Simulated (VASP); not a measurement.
A run of VASP 6.6.1 is set up as follows.

INCAR

```
PREC = Accurate
ENCUT = 600
EDIFF = 1E-7
ISMEAR = 0
SIGMA = 0.1
LREAL = F
LASPH = T
NELM = 100
ALGO = Normal
ISIF = 3
LWAVE = F
LCHARG = F
GGA = PE
IBRION = 2
NSW = 90
EDIFFG = -0.04
```

The input KPOINTS:

```
Automatic mesh
0
Gamma
  4 4 4
```

Contents of POSCAR:

```
LiF2
1.0
    4.7716246852      0.0000000000      0.0000000000
    0.0000000000      3.8120438179      0.0000000000
    0.0000000000      0.0000000000      4.4250897755
Li F
2 4
Direct
    0.0000000000      0.5000000000      0.2500000000
    0.5000000000      0.5000000000      0.7500000000
    0.3333333333      0.2832720069      0.4575172803
    0.6666666667      0.2832720069      0.4575172803
    0.1666666667      0.7167279931      0.9575172803
    0.8333333333      0.7167279931      0.9575172803
```

Potentials or basis: VASP PAW PBE potentials, release 64 (Li_sv, F).

Command:

```bash
$ cat potpaw_PBE.64/Li_sv/POTCAR potpaw_PBE.64/F/POTCAR > POTCAR
$ mpirun -np 1 vasp_std > vasp.out
```

Question: What does it give for the relaxed cell?

Answer: a = 4.078 Å, b = 3.127 Å, c = 5.034 Å, α = 90.00°, β = 90.00°, γ = 90.00°.

Question: Predict the band gap on the k mesh.

Answer: Zero (bands 17 and 18 overlap by 2.72 eV).

Stress tensor (GPa, compression positive):
```
 0.08  0.00  0.00
 0.00 -0.05  0.00
 0.00  0.00 -0.07
```

Caveat: the k points lie up to 0.50 Å⁻¹ apart in the final cell, too coarse for converged energies and pressures of a metal; the cutoff is under 1.25 times the usual one of these potentials, so pressure, stress and relaxed cells hold a basis-set (Pulay) error.
